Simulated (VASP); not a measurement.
# TaN (P6/mmm) in VASP: further runs

TaN is run at these levels: r2SCAN; tasks: single point.

Everything below comes from runs of VASP 6.6.1. Logs are shortened: lines on timing, memory, paths and dates and some standing lists are left out, and cuts for length are marked.

## 1. The cell of the first run

It takes space group P6/mmm (No. 191, hexagonal). The conventional cell has a = 4.913 Å, b = 4.913 Å, c = 2.845 Å, α = 90.00°, β = 90.00°, γ = 120.00°. Within 3.2 Å of Ta (site symmetry 6/mmm) lie 6 N at 2.46 Å and 14 Ta at 2.85 to 3.17 Å. Within 2.7 Å of Ta (site symmetry -6m2) lie 6 N at 2.01 Å. Within 2.7 Å of N (site symmetry mmm) lie 6 Ta at 2.01 to 2.46 Å and 4 N at 2.46 Å.

## 2. Single point, r2SCAN

File POSCAR:

```
TaN
1.0
    4.9134535645      0.0000000000      0.0000000000
   -2.4567267822      4.2551756072      0.0000000000
    0.0000000000      0.0000000000      2.8453428122
Ta N
3 3
Direct
    0.0000000000      0.0000000000      0.0000000000
    0.3333333333      0.6666666667      0.5000000000
    0.6666666667      0.3333333333      0.5000000000
    0.5000000000      0.0000000000      0.0000000000
    0.5000000000      0.5000000000      0.0000000000
    0.0000000000      0.5000000000      0.0000000000
```

File INCAR.step1:

```
SYSTEM = TaN
PREC = Accurate ; ENCUT = 520
ISMEAR = 0 ; SIGMA = 0.1
LREAL = .FALSE. ; LASPH = .TRUE.
NELM = 60 ; NBANDS = 33
GGA = PE ; ALGO = Normal
EDIFF = 1E-4 ; LWAVE = .TRUE.
LCHARG = .FALSE.
```

File INCAR.step2:

```
SYSTEM = TaN
PREC = Accurate ; ENCUT = 520
EDIFF = 1E-7 ; ISMEAR = 0
SIGMA = 0.1 ; LREAL = .FALSE.
LASPH = .TRUE. ; NELM = 60
ALGO = Normal ; ISIF = 2
LWAVE = .FALSE. ; LCHARG = .FALSE.
METAGGA = R2SCAN ; LMIXTAU = .TRUE.
NBANDS = 33 ; ISTART = 1
```

File KPOINTS:

```
Automatic mesh
0
G
  12 12 12
  0 0 0
```

Potentials or basis: VASP PAW PBE potentials, release 64 (Ta_pv, N).

Run with:

```
$ cat potpaw_PBE.64/Ta_pv/POTCAR potpaw_PBE.64/N/POTCAR > POTCAR
$ cp INCAR.step1 INCAR
$ mpirun -np 1 vasp_std > vasp.out
$ cp INCAR.step2 INCAR
$ mpirun -np 1 vasp_std > vasp.out
```

OUTCAR:

```text
SYSTEM = TaN
   PREC = Accurate
   ENCUT = 520
   EDIFF = 1E-7
   ISMEAR = 0
   LREAL = .FALSE.
   LASPH = .TRUE.
   NELM = 60
   ISIF = 2
   METAGGA = R2SCAN
   ISTART = 1

 ion  position               nearest neighbor table
   1  0.000  0.000  0.000-   6 2.46   6 2.46   4 2.46   4 2.46   5 2.46   5 2.46   3 3.17   3 3.17
                             2 3.17   2 3.17   2 3.17   3 3.17   2 3.17   3 3.17   2 3.17   3 3.17
   2  0.333  0.667  0.500-   4 2.01   4 2.01   6 2.01   6 2.01   5 2.01   5 2.01   3 2.84   3 2.84
                             3 2.84   1 3.17   1 3.17   1 3.17   1 3.17   1 3.17   1 3.17
   3  0.667  0.333  0.500-   4 2.01   4 2.01   6 2.01   6 2.01   5 2.01   5 2.01   2 2.84   2 2.84
                             2 2.84   1 3.17   1 3.17   1 3.17   1 3.17   1 3.17   1 3.17
   4  0.500  0.000  0.000-   2 2.01   3 2.01   2 2.01   3 2.01   1 2.46   1 2.46
   5  0.500  0.500  0.000-   2 2.01   3 2.01   2 2.01   3 2.01   1 2.46   1 2.46
   6  0.000  0.500  0.000-   2 2.01   3 2.01   2 2.01   3 2.01   1 2.46   1 2.46

  LATTYP: Found a hexagonal cell.
 ALAT       =     4.9134535645
 C/A-ratio  =     0.5790922362

  Lattice vectors:

 A1 = (   4.9134535645,   0.0000000000,   0.0000000000)
 A2 = (  -2.4567267822,   4.2551756072,   0.0000000000)
 A3 = (   0.0000000000,   0.0000000000,   2.8453428122)

Analysis of symmetry for initial positions (statically):
=====================================================================
 Subroutine PRICEL returns:
 Original cell was already a primitive cell.

 Routine SETGRP: Setting up the symmetry group for a
 hexagonal supercell.

 Subroutine GETGRP returns: Found 24 space group operations
 (whereof 24 operations were pure point group operations)
 out of a pool of 24 trial point group operations.

The static configuration has the point symmetry D_6h.

Analysis of symmetry for dynamics (positions and initial velocities):
=====================================================================
 Subroutine PRICEL returns:
 Original cell was already a primitive cell.

 Routine SETGRP: Setting up the symmetry group for a
 hexagonal supercell.

 Subroutine GETGRP returns: Found 24 space group operations
 (whereof 24 operations were pure point group operations)
 out of a pool of 24 trial point group operations.

The dynamic configuration has the point symmetry D_6h.

 Subroutine INISYM returns: Found 24 space group operations
 (whereof 24 operations are pure point group operations),
 and found     1 'primitive' translations

----------------------------------------------------------------------------------------

                                     Primitive cell

  volume of cell :      59.4893

  direct lattice vectors                    reciprocal lattice vectors
     4.913453565  0.000000000  0.000000000     0.203522835  0.117503964  0.000000000
    -2.456726782  4.255175607  0.000000000     0.000000000  0.235007927  0.000000000
     0.000000000  0.000000000  2.845342812     0.000000000  0.000000000  0.351451500

  length of vectors
     4.913453565  4.913453564  2.845342812     0.235007927  0.235007927  0.351451500

  position of ions in fractional coordinates (direct lattice)
     0.000000000  0.000000000  0.000000000
     0.333333333  0.666666667  0.500000000
     0.666666667  0.333333333  0.500000000
     0.500000000  0.000000000  0.000000000
     0.500000000  0.500000000  0.000000000
     1.000000000  0.500000000  0.000000000

  ion indices of the primitive-cell ions
   primitive index   ion index
                 1           1
                 2           2
                 3           3
                 4           4
                 5           5
                 6           6

----------------------------------------------------------------------------------------

 KPOINTS: Automatic mesh

Automatic generation of k-mesh.
 Grid dimensions read from file:
 generate k-points for:   12   12   12

 Generating k-lattice:

  Cartesian coordinates                     Fractional coordinates (reciprocal lattice)
     0.016960236  0.009791997  0.000000000     0.083333333  0.000000000  0.000000000
     0.000000000  0.019583994  0.000000000     0.000000000  0.083333333  0.000000000
     0.000000000  0.000000000  0.029287625     0.000000000  0.000000000  0.083333333

  Length of vectors
     0.019583994  0.019583994  0.029287625

  Shift w.r.t. Gamma in fractional coordinates (k-lattice)
     0.000000000  0.000000000  0.000000000

 Subroutine IBZKPT returns following result:
 ===========================================

 Found    133 irreducible k-points:

 Following reciprocal coordinates:
            Coordinates               Weight
  0.000000  0.000000  0.000000      1.000000
  0.083333  0.000000  0.000000      6.000000
  0.166667 -0.000000  0.000000      6.000000
  0.250000 -0.000000  0.000000      6.000000
  0.333333 -0.000000  0.000000      6.000000
  0.416667  0.000000  0.000000      6.000000
[... 16 lines left out ...]
  0.250000 -0.000000  0.083333     12.000000
  0.333333 -0.000000  0.083333     12.000000
 [... further k-points ...]
   k-points           NKPTS =    133   k-points in BZ     NKDIM =    133   number of bands    NBANDS=     33
   number of dos      NEDOS =    301   number of ions     NIONS =      6
   total plane-waves  NPLWV =  38400
   dimension x,y,z NGX =    40 NGY =   40 NGZ =   24
   dimension x,y,z NGXF=    80 NGYF=   80 NGZF=   48
   ions per type =               3   3
   NGX,Y,Z   is equivalent  to a cutoff of  13.53, 13.53, 14.02 a.u.
   NGXF,Y,Z  is equivalent  to a cutoff of  27.07, 27.07, 28.05 a.u.
 SYSTEM =  TaN
   PREC   = accura    normal or accurate (medium, high low for compatibility)
   ISTART =      1    job   : 0-new  1-cont  2-samecut
   ICHARG =      0    charge: 1-file 2-atom 10-const
   ISPIN  =      1    spin polarized calculation?
   LNONCOLLINEAR =      F non collinear calculations
   LSORBIT =      F    spin-orbit coupling
   LASPH  =      T    aspherical Exc in radial PAW
   ENCUT  =  520.0 eV  38.22 Ry    6.18 a.u.   9.14  9.14  5.29*2*pi/ulx,y,z
   NELM   =     60;   NELMIN=  2; NELMDL=  0     # of ELM steps
   EDIFF  = 0.1E-06   stopping-criterion for ELM
   LREAL  =      F    real-space projection
   EDIFFG = 0.1E-05   stopping-criterion for IOM
   NSW    =      0    number of steps for IOM
   IBRION =     -1    ionic relax: 0-MD 1-quasi-New 2-CG
   NFREE  =      0    steps in history (QN), initial steepest desc. (CG)
   ISIF   =      2    stress and relaxation
   ISYM   =      2    0-nonsym 1-usesym 2-fastsym
   POTIM  = 0.5000    time-step for ionic-motion
   TEBEG  =    0.0;   TEEND  =   0.0 temperature during run
   PSTRESS=    0.0 pullay stress
   NELECT =      48.0000    total number of electrons
   NUPDOWN=      -1.0000    fix difference up-down
   EMIN   =  10.00;   EMAX   =-10.00  energy-range for DOS
   EFERMI =   0.00;   METHOD = LEGACY
   ISMEAR =     0;   SIGMA  =   0.10  broadening in eV -4-tet -1-fermi 0-gaus
   EFERMI_NEDOS =   21; number of points for ismear=-14 and -15
   IALGO  =     38    algorithm
   IMIX   =      4    mixing-type and parameters
     AMIX     =   0.40;   BMIX     =  1.00
     AMIX_MAG =   1.60;   BMIX_MAG =  1.00
  volume/ion in A,a.u.               =       9.91        66.91
  Fermi-wavevector in a.u.,A,eV,Ry     =   1.524084  2.880101 31.604052  2.322832
  Thomas-Fermi vector in A             =   2.632439
   LORBIT       =      0    0 simple, 1 ext, 2 COOP (PROOUT), +10 PAW based schemes
   METAGGA = R2SCAN    functional components
   LHFCALC =     F    Hartree Fock is set to
   AEXX    =    0.0000 exact exchange contribution
   IVDW    =     0    specifies the selected vdW correction
   LEPSILON=     F    determine dielectric tensor
   LRPA    =     F    only Hartree local field effects (RPA)
 non-spin polarized calculation
 Gauss-broadening in eV      SIGMA  =   0.10
  energy-cutoff  :      520.00
  volume of cell :       59.49
 maximum number of plane-waves:      1629
 NGX is ok and might be reduce to    40
   NGX = 19   NGY = 19   NGZ = 11

 number of electron      48.0000001 magnetization

 Free energy of the ion-electron system (eV)
  ---------------------------------------------------
  ext. energy  EPLUGINS =         0.00000000
  ---------------------------------------------------
  free energy    TOTEN  =      -176.68425292 eV

  energy without entropy =     -176.68005664  energy(sigma->0) =     -176.68215478

 E-fermi :   9.6417     XC(G=0): -14.8826

 val. band max:        9.6178191248   @ k =   0.0833   0.0833   0.0000
 cond. band min:       9.6461955651   @ k =   0.1667   0.0833   0.4167
 fundamental gap:      0.0283764403
 Fermi energy:         9.6416520210

 k-point     1 :       0.0000    0.0000    0.0000
  band No.  band energies     occupation
      1     -27.9757      2.00000
      2     -27.9757      2.00000
      3     -27.3873      2.00000
      4     -27.3873      2.00000
      5     -27.1253      2.00000
      6     -26.8910      2.00000
[... 25 lines left out ...]
     32      13.5561      0.00000
     33      13.7442      0.00000

 k-point     2 :       0.0833    0.0000    0.0000
  band No.  band energies     occupation
      1     -27.9880      2.00000
      2     -27.9739      2.00000
      3     -27.3699      2.00000
      4     -27.3678      2.00000
      5     -27.1211      2.00000
      6     -26.9149      2.00000
[... 25 lines left out ...]
     32      13.5987      0.00000
     33      13.7364      0.00000
[... 754 lines left out ...]
     32      13.7630      0.00000
     33      14.2638      0.00000

 k-point    24 :       0.3333   -0.0000    0.0833
  band No.  band energies     occupation
      1     -28.0698      2.00000
      2     -27.8651      2.00000
      3     -27.3122      2.00000
      4     -27.1872      2.00000
      5     -27.1842      2.00000
      6     -27.0481      2.00000
[... 25 lines left out ...]
     32      14.2530      0.00000
     33      14.2570      0.00000

 [... further k-points ...]

------------------------ aborting loop because EDIFF is reached ----------------------------------------

  FORCE on cell =-STRESS in cart. coord.  units (eV):
  Direction    XX          YY          ZZ          XY          YZ          ZX
  --------------------------------------------------------------------------------------
  -------------------------------------------------------------------------------------
  Total       23.4415067     23.4415067     23.7200836      0.0000000      0.0000000      0.0000000
  in kB      631.3310698    631.3310698    638.8337550      0.0000000      0.0000000      0.0000000
  external PRESSURE =     633.8319648 kB  Pullay stress =       0.0000000 kB

 VOLUME and BASIS-vectors are now :
 -----------------------------------------------------------------------------
  energy-cutoff  :      520.00
  volume of cell :       59.49
      direct lattice vectors                 reciprocal lattice vectors
     4.913453565  0.000000000  0.000000000     0.203522835  0.117503964  0.000000000
    -2.456726782  4.255175607  0.000000000     0.000000000  0.235007927  0.000000000
     0.000000000  0.000000000  2.845342812     0.000000000  0.000000000  0.351451500

 POSITION                                       TOTAL-FORCE (eV/Angst)
 -----------------------------------------------------------------------------------
      0.00000      0.00000      0.00000         0.000000      0.000000     -0.000000
     -0.00000      2.83678      1.42267         0.000000     -0.000000     -0.000000
      2.45673      1.41839      1.42267        -0.000000      0.000000      0.000000
      2.45673      0.00000      0.00000         0.000000      0.000000     -0.000000
      1.22836      2.12759      0.00000         0.000000      0.000000     -0.000000
     -1.22836      2.12759      0.00000         0.000000      0.000000     -0.000000
 -----------------------------------------------------------------------------------
    total drift:                               -0.000000      0.000000     -0.000000

  FREE ENERGIE OF THE ION-ELECTRON SYSTEM (eV)
  ---------------------------------------------------
  free  energy   TOTEN  =      -176.6842529181 eV

  energy  without entropy=     -176.6800566397  energy(sigma->0) =     -176.68215478
```

Wall time 12 min (1 thread of AMD EPYC 9R45 (Zen 5), shared host); peak memory 0.32 GiB.

What came out:

- Free energy: -176.6843 eV
- Pressure: 63.4 GPa
- Band gap on the k mesh: zero (bands 24 and 25 overlap by 2.55 eV)

Caveat: the cell stands under pressure; the PAW data sets were made with another functional, which shifts forces and pressure a little; spin-orbit coupling is left out, which moves the levels of the heavy elements.

## 3. Single point, r2SCAN

This run uses another cell than the first one, of 10.57 Å³/atom.

POSCAR: that of step 2 with these lines changed.

```diff
@@ -2,5 +2,5 @@
 1.0
-    4.9134535645      0.0000000000      0.0000000000
-   -2.4567267822      4.2551756072      0.0000000000
-    0.0000000000      0.0000000000      2.8453428122
+    5.0528091829      0.0000000000      0.0000000000
+   -2.5264045914      4.3758611129      0.0000000000
+    0.0000000000      0.0000000000      2.8693275567
 Ta N
```

File INCAR.step1:

```
SYSTEM = TaN
ALGO     = Normal         ! electronic algorithm
EDIFF    = 1E-4           ! SCF threshold, eV
ENCUT    = 520            ! plane-wave cutoff, eV
GGA      = PE             ! functional
ISMEAR   = 0              ! smearing method
LASPH    = .TRUE.         ! aspherical terms in the spheres
LCHARG   = .FALSE.        ! write CHGCAR
LREAL    = .FALSE.        ! projectors in reciprocal space
LWAVE    = .TRUE.         ! write WAVECAR
NBANDS   = 33             ! bands
NELM     = 100            ! most SCF steps
PREC     = Accurate       ! precision mode
SIGMA    = 0.1            ! smearing width, eV
```

File INCAR.step2:

```
SYSTEM = TaN
ALGO     = Normal         ! electronic algorithm
EDIFF    = 1E-6           ! SCF threshold, eV
ENCUT    = 520            ! plane-wave cutoff, eV
ISIF     = 2              ! what is computed and relaxed
ISMEAR   = 0              ! smearing method
ISTART   = 1            
LASPH    = .TRUE.         ! aspherical terms in the spheres
LCHARG   = .FALSE.        ! write CHGCAR
LMIXTAU  = .TRUE.       
LREAL    = .FALSE.        ! projectors in reciprocal space
LWAVE    = .FALSE.        ! write WAVECAR
METAGGA  = R2SCAN         ! meta-GGA
NBANDS   = 33             ! bands
NELM     = 100            ! most SCF steps
PREC     = Accurate       ! precision mode
SIGMA    = 0.1            ! smearing width, eV
```

File KPOINTS:

```
k-points
0
G
  12 12 12
  0 0 0
```

Potentials or basis: VASP PAW PBE potentials, release 64 (Ta_pv, N).

Run with:

```
$ cat potpaw_PBE.64/Ta_pv/POTCAR potpaw_PBE.64/N/POTCAR > POTCAR
$ cp INCAR.step1 INCAR
$ mpirun -np 1 vasp_std > vasp.out
$ cp INCAR.step2 INCAR
$ mpirun -np 1 vasp_std > vasp.out
```

Wall time 12 min (1 thread of AMD EPYC 9R45 (Zen 5), shared host); peak memory 0.32 GiB.

It converged, with:

```yaml
Free_energy: -177.8496 eV
Pressure: 32.5 GPa
Band_gap_on_the_k_mesh: zero (bands 24 and 25 overlap by 2.43 eV)
```

Stress tensor (GPa, compression positive):
```
32.29  0.00  0.00
 0.00 32.29  0.00
 0.00  0.00 32.79
```

Levels at points of the mesh, in eV from the Fermi level:
| k point | band 20 | band 21 | band 22 | band 23 | band 24 | band 25 | band 26 | band 27 | band 28 | band 29 |
| --- | --- | --- | --- | --- | --- | --- | --- | --- | --- | --- |
| (0.00, 0.00, 0.00) | -3.35 | -3.35 | -2.90 | -2.23 | -1.29 | -1.29 | 0.80 | 0.80 | 1.91 | 2.53 |
| (0.50, 0.00, 0.00) | -5.29 | -3.96 | -3.23 | -1.81 | -0.61 | 1.62 | 2.04 | 2.15 | 2.50 | 2.58 |
| (0.00, 0.00, 0.50) | -4.36 | -3.51 | -3.51 | -2.26 | 1.12 | 1.12 | 1.34 | 2.46 | 2.91 | 2.91 |
| (0.50, 0.00, 0.50) | -5.05 | -3.87 | -3.65 | -2.54 | -1.46 | 1.16 | 1.69 | 3.36 | 3.74 | 4.01 |

Caveat: the cell stands under pressure; the PAW data sets were made with another functional, which shifts forces and pressure a little; spin-orbit coupling is left out, which moves the levels of the heavy elements.
